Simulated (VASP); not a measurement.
SiO2, 24 atoms in the cell. The cell holds a slab with vacuum, 24 atoms: a = 5.913 Å, b = 5.332 Å, c = 15.768 Å, α = 90.00°, β = 90.00°, γ = 90.00°. 

| Item | Value |
| --- | --- |
| Program | VASP 6.6.1 |
| Task | single point |
| Functional | PBE |
| Dispersion | D3(BJ) |
| Potentials or basis | VASP PAW PBE potentials, release 64 (Si, O) |
| Cutoff | 520 eV |
| k mesh | 2 × 2 × 1 |
| Occupations | fermi-dirac, width 0.02 eV |
| Spin | no spin polarisation |
| Dipole correction | no |
| Further INCAR settings | LREAL = Auto; ALGO = Normal; EDIFF = 1e-06; NBANDS = 82 |

Potentials or basis: VASP PAW PBE potentials, release 64 (Si, O).

Launch:

```sh
$ cat potpaw_PBE.64/Si/POTCAR potpaw_PBE.64/O/POTCAR > POTCAR
$ mpirun -np 1 vasp_std > vasp.out
```

Hardware: 1 thread of Intel(R) Xeon(R) Platinum 8259CL CPU @ 2.50GHz (Skylake/Cascade Lake), with other jobs on the host.

How long does it take, and how much memory?

Wall time 6.2 min on 1 thread of Intel(R) Xeon(R) Platinum 8259CL CPU @ 2.50GHz (Skylake/Cascade Lake), with other jobs on the host, peak memory 0.52 GiB. Counts: scf iterations 32, k points 4.
